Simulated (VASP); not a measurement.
# TiC: single point with PBE

Crystal: TiC.

```
Ti C
1.0
     3.10175    0.00000    0.00000
    -1.55087    2.68619    0.00000
     0.00000    0.00000    2.75088
Ti C
1 1
Direct
  0.00000 0.00000 0.50000
  0.33333 0.66667 0.00000
```

```json
{
  "Program": "VASP 6.6.1",
  "Task": "single point",
  "Functional": "PBE",
  "Potentials or basis": "VASP PAW PBE potentials, release 64 (Ti_sv, C)",
  "Cutoff": "520 eV",
  "k mesh": "10 × 10 × 10",
  "Occupations": "fermi-dirac, width 0.05 eV",
  "Spin": "no spin polarisation",
  "Dipole correction": "no",
  "Further INCAR settings": "ALGO = Normal; EDIFF = 1e-06; NBANDS = 15"
}
```

The pressure is -11.0 GPa and the band gap on the k mesh is zero (band 8 reaches 8.04 eV, above the bottom of band 9 at 7.94 eV).

Stress tensor (GPa, compression positive):
```
-10.02   0.00   0.00
  0.00 -10.02   0.00
  0.00   0.00 -13.03
```

Levels at points of the mesh, in eV from the Fermi level:
```
           k point  band 6  band 7  band 8  band 9  band 10  band 11
(0.00, 0.00, 0.00)   -1.48   -1.48   -0.85    2.17     3.09     3.09
(0.50, 0.00, 0.00)   -4.68   -0.68   -0.27    0.18     2.82     3.21
(0.50, 0.50, 0.00)   -4.68   -0.68   -0.27    0.18     2.82     3.21
(0.00, 0.00, 0.50)   -5.38   -0.46   -0.46    1.07     1.07     4.37
(0.50, 0.00, 0.50)   -3.82   -2.50   -2.07    1.38     3.02     4.02
(0.50, 0.50, 0.50)   -3.82   -2.50   -2.07    1.38     3.02     4.02
```

Run time: 26 s on 1 thread of Intel(R) Xeon(R) Platinum 8488C (Sapphire Rapids), on a shared host, peak memory 0.18 GiB.
